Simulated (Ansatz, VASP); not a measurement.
## Sb in VASP and in Ansatz

Contents of INCAR:

```
SYSTEM = Sb
PREC     = Accurate       ! precision mode
ENCUT    = 520            ! plane-wave cutoff, eV
EDIFF    = 1E-6           ! SCF threshold, eV
ISMEAR   = -1             ! smearing method
SIGMA    = 0.03           ! smearing width, eV
LREAL    = .FALSE.        ! projectors in reciprocal space
LASPH    = .TRUE.         ! aspherical terms in the spheres
NELM     = 100            ! most SCF steps
ALGO     = Normal         ! electronic algorithm
ISIF     = 2              ! what is computed and relaxed
LWAVE    = .FALSE.        ! write WAVECAR
LCHARG   = .FALSE.        ! write CHGCAR
GGA      = PS             ! functional
NBANDS   = 8              ! bands
```

Contents of KPOINTS:

```
Automatic mesh
0
G
  13 13 15
  0 0 0
```

POSCAR

```
Sb
1.0
   -1.5448500000      1.4952500000      2.4800000000
    1.4952500000     -1.5448500000      2.4800000000
    1.5147500000      1.5147500000     -2.5101000000
Sb
1
Direct
    0.0000000000      0.0000000000      0.0000000000
```

Input for Ansatz:

```yaml
crystal:
  lattice:
    - [-1.54485, 1.49525, 2.48]
    - [1.49525, -1.54485, 2.48]
    - [1.51475, 1.51475, -2.5101]
  atoms:
    - { symbol: Sb, position: [0.0, 0.0, 0.0] }
kpoints:
  mp_grid: { grid: [13, 13, 15] }
  band_path:
    path:
      - [0.0, 0.0, 0.0]
      - [0.5, 0.5, -0.5]
      - [0.1775915354, 0.8224084646, -0.5]
      - [-0.1775915354, 0.1775915354, 0.5]
      - [0.0, 0.0, 0.5]
      - [0.0, 0.0, 0.0]
      - [-0.5, 0.5, 0.0]
      - [0.0, 0.5, 0.0]
      - [0.0, 0.0, 0.0]
    npoints: 5
scf:
  occupations: { method: fermi_dirac, width: 0.03 }
hamiltonian:
  xc: pbesol
  pseudopotentials: { kind: all_electron, lapw: { basis_error: 0.00025 } }
output:
  forces: true
  stress: true
  eigenvalues: true
```

Change from the starting cell: equal xy, yz and zx shear strains of -2 %.

Alike in both runs: task single point; functional PBEsol; k mesh 13 × 13 × 15; occupations fermi-dirac, width 0.03 eV; no spin polarisation.

```csv
,VASP,Ansatz
version,VASP 6.6.1,Ansatz 0.2.0
potentials or method,"VASP PAW PBE potentials, release 64 (Sb), cutoff 520 eV","all-electron LAPW, scalar-relativistic"
```

```tsv
	VASP	Ansatz	Ansatz less VASP
pressure (GPa)	15.4	15.2	-0.21
traceless stress, the component that is largest in VASP (GPa)	-1.54	-1.43	+0.110
```

VASP's potentials were made for PBE, not for PBEsol. Ansatz ran all-electron here, and VASP with PAW potentials.

Spin-orbit coupling is off throughout.
